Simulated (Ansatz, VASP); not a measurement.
## SiO2 in VASP and in Ansatz

The input INCAR:

```
ALGO = Normal ; EDIFF = 1E-6
EDIFFG = -0.005 ; ENCUT = 600
IBRION = 2 ; ISIF = 3
ISMEAR = 0 ; LASPH = T
LCHARG = F ; LREAL = F
LWAVE = F ; NELM = 100
NSW = 70 ; PREC = Accurate
SIGMA = 0.02
```

The input KPOINTS:

```
k-points
0
Gamma
  6 6 6
```

Contents of POSCAR:

```
SiO2
1.0
   -2.5133692874      2.5133692874      3.6893906329
    2.5133692874     -2.5133692874      3.6893906329
    2.5133692874      2.5133692874     -3.6893906329
Si O
2 4
Direct
    0.0000000000      0.0000000000      0.0000000000
    0.7500000000      0.2500000000      0.5000000000
    0.9670112619      0.6250000000      0.8420112619
    0.3750000000      0.2170112619      0.3420112619
    0.7829887381      0.1250000000      0.1579887381
    0.8750000000      0.0329887381      0.6579887381
```

Input for Ansatz:

```yaml
crystal:
  lattice:
    - [-2.5133692874, 2.5133692874, 3.6893906329]
    - [2.5133692874, -2.5133692874, 3.6893906329]
    - [2.5133692874, 2.5133692874, -3.6893906329]
  atoms:
    - { symbol: Si, position: [0.0, 0.0, 0.0] }
    - { symbol: Si, position: [0.75, 0.25, 0.5] }
    - { symbol: O, position: [0.9670112619, 0.625, 0.8420112619] }
    - { symbol: O, position: [0.375, 0.2170112619, 0.3420112619] }
    - { symbol: O, position: [0.7829887381, 0.125, 0.1579887381] }
    - { symbol: O, position: [0.875, 0.0329887381, 0.6579887381] }
basis:
  ecutwfc: 420
kpoints:
  mp_grid: { grid: [6, 6, 6] }
hamiltonian:
  xc: lda
scf:
  occupations: { method: gaussian, width: 0.02 }
output:
  forces: true
  stress: true
  eigenvalues: true
relax:
  adjacent_minimum: "off"
  f_tol: 0.005
  max_steps: 50
  cell: { stress_tol: 0.05 }
```

Alike in both runs: task relaxation of cell and atoms; functional LDA; k mesh 6 × 6 × 6; occupations gaussian, width 0.02 eV; no spin polarisation.

|  | VASP | Ansatz |
| --- | --- | --- |
| version | VASP 6.6.1 | Ansatz 0.2.0 |
| potentials or method | VASP PAW LDA potentials, release 64 (Si, O), cutoff 600 eV | scalar-relativistic, plane waves, PAW |
| valence electrons in the cell | 32 | 32 |

VASP gave:

- gap on the k mesh at the Fermi level, each at its own relaxed structure (eV): 5.77
- relaxed volume (Å³/atom): 14.71
- relaxed cell length with the largest relative difference (Å): 5.039

**Question.** Which values does Ansatz return?

**Answer.** gap on the k mesh at the Fermi level, each at its own relaxed structure (eV): 5.76; relaxed volume (Å³/atom): 14.75; relaxed cell length with the largest relative difference (Å): 5.041.

LDA's correlation is that of Perdew and Zunger in VASP and of Perdew and Wang (1992) in Ansatz.
